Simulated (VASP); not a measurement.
Y2SiSe: single point with PBE

Crystal: Y2SiSe.

```xyz
4
Lattice="5.2050 0.0000 0.0000 0.0000 5.2050 0.0000 0.0000 0.0000 3.4664" Properties=species:S:1:pos:R:3 pbc="T T T"
Y     2.6025    0.0000    3.1268
Y     0.0000    2.6025    3.1268
Si    2.6025    2.6025    1.5862
Se    0.0000    0.0000    0.9080
```

```json
{
 "Program": "VASP 6.6.1",
 "Task": "single point",
 "Functional": "PBE",
 "Potentials or basis": "VASP PAW PBE potentials, release 64 (Y_sv, Si, Se)",
 "Cutoff": "520 eV",
 "k mesh": "4 × 4 × 4",
 "Occupations": "gaussian, width 0.1 eV",
 "Spin": "no spin polarisation"
}
```

| Quantity | Value |
| --- | --- |
| Pressure | 0.1 GPa |
| Largest force | 0.009 eV/Å |
| Band gap on the k mesh | zero (band 16 reaches 5.18 eV, above the bottom of band 17 at 4.73 eV) |

Forces in eV/Å, atoms in the order of the input:
```
Y    0.000  0.000  0.002
Y    0.000  0.000  0.002
Si   0.000  0.000 -0.009
Se   0.000  0.000  0.006
```

Levels at points of the mesh, in eV from the Fermi level:
```csv
k point,band 13,band 14,band 15,band 16,band 17,band 18,band 19,band 20
"(0.00, 0.00, 0.00)",-1.97,-0.86,-0.84,-0.09,-0.09,0.20,2.22,2.71
"(0.50, 0.00, 0.00)",-3.04,-1.68,-1.23,-0.12,0.63,1.54,1.98,2.04
"(0.50, 0.50, 0.00)",-1.56,-1.56,-1.44,0.06,0.06,0.78,2.52,3.93
"(0.00, 0.00, 0.50)",-4.35,-3.62,-1.07,-1.07,0.25,2.86,2.86,3.43
"(0.50, 0.00, 0.50)",-3.49,-2.43,-1.99,-0.35,1.09,1.20,1.28,1.57
"(0.50, 0.50, 0.50)",-3.73,-2.09,-1.00,-1.00,1.32,1.32,1.49,1.55
```

Run time: 22 s on 1 thread of Intel(R) Xeon(R) 6975P-C (Granite Rapids), on a shared host, peak memory 0.23 GiB.

Caveat: the k points lie up to 0.45 Å⁻¹ apart.
